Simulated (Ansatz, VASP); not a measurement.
**One calculation of Na, two programs**

Contents of INCAR:

```
SYSTEM = Na
PREC = Accurate
ENCUT = 500
EDIFF = 1E-6
ISMEAR = 0
SIGMA = 0.1
LREAL = .False.
LASPH = .True.
NELM = 120
ALGO = Normal
ISIF = 2
LWAVE = .False.
LCHARG = .False.
GGA = PS
NBANDS = 18
GGA_COMPAT = .False.
```

KPOINTS

```
regular mesh
0
Gamma
  4 4 2
  0 0 0
```

POSCAR

```
Na
1.0
    3.1966520447     -1.8565520294      0.0000000000
    3.1966520447      1.8565520294      0.0000000000
   -2.1744518352      0.0000000000      9.3648511597
Na
3
Direct
    0.1410000000      0.8870000000      0.1140000000
    0.3634150000      1.1094150000      0.7806760000
    0.9185850000      1.6645850000      0.4473240000
```

Input for Ansatz:

```yaml
crystal:
  lattice:
    - [3.1966520447, -1.8565520294, 0.0]
    - [3.1966520447, 1.8565520294, 0.0]
    - [-2.1744518352, 0.0, 9.3648511597]
  atoms:
    - { symbol: Na, position: [0.141, 0.887, 0.114] }
    - { symbol: Na, position: [0.363415, 1.109415, 0.780676] }
    - { symbol: Na, position: [0.918585, 1.664585, 0.447324] }
basis:
  ecutwfc: 420
kpoints:
  mp_grid: { grid: [4, 4, 2] }
hamiltonian:
  xc: pbesol
scf:
  occupations: { method: gaussian, width: 0.1 }
output:
  forces: true
  stress: true
  eigenvalues: true
```

Alike in both runs: task single point; functional PBEsol; k mesh 4 × 4 × 2; occupations gaussian, width 0.1 eV; no spin polarisation.

|  | VASP | Ansatz |
| --- | --- | --- |
| version | VASP 6.6.1 | Ansatz 0.2.0 |
| potentials or method | VASP PAW PBE potentials, release 64 (Na_pv), cutoff 500 eV | scalar-relativistic, plane waves, PAW |
| valence electrons in the cell | 21 | 27 |

|  | VASP | Ansatz | Ansatz less VASP |
| --- | --- | --- | --- |
| gap on the k mesh at the Fermi level (eV) | none | none | - |
| pressure (GPa) | -0.1 | -0.1 | +0.02 |
| traceless stress, the component that is largest in VASP (GPa) | 0.64 | 0.64 | -0.001 |

VASP's potentials were made for PBE, not for PBEsol. A gap of «none» marks a metal or a gap that the smearing closes. VASP's potentials hold 21 valence electrons a cell and Ansatz's 27, so a difference there can come from the potentials and not from the codes.

The k mesh is coarse, so the values compare programs but aren't converged.
